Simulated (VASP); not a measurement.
A run of VASP 6.6.1 is set up as follows.

Contents of INCAR:

```
ALGO = Normal ; EDIFF = 1E-6
ENCUT = 500 ; GGA = PS
GGA_COMPAT = F ; ISIF = 2
ISMEAR = 0 ; LASPH = T
LCHARG = T ; LELF = T
LREAL = F ; LVHAR = T
LWAVE = F ; NBANDS = 26
NELM = 120 ; PREC = Accurate
SIGMA = 0.1
```

Contents of KPOINTS:

```
k-points
0
Gamma
  6 6 4
```

The input POSCAR:

```
AgI
1.0
    4.5800015808      0.0000000000      0.0000000000
   -2.2900007904      3.9663977183      0.0000000000
    0.0000000000      0.0000000000      7.5100000000
Ag I
2 2
Direct
    0.3333333333      0.6666666667      0.0000000000
    0.6666666667      0.3333333333      0.5000000000
    0.3333333333      0.6666666667      0.3750000000
    0.6666666667      0.3333333333      0.8750000000
```

Potentials or basis: VASP PAW PBE potentials, release 64 (Ag, I).

The run is started by

```sh
$ cat potpaw_PBE.64/Ag/POTCAR potpaw_PBE.64/I/POTCAR > POTCAR
$ mpirun -np 1 vasp_std > vasp.out
```

(1) Estimate the band gap on the k mesh.

(2) Estimate the largest force.

(3) Predict the pressure.

Answers

(1) 1.23 eV, direct.

(2) 0.014 eV/Å.

(3) -0.6 GPa.

Caveat: the PAW data sets were made with another functional, which shifts forces and pressure a little; spin-orbit coupling is left out, which moves the levels of the heavy elements.
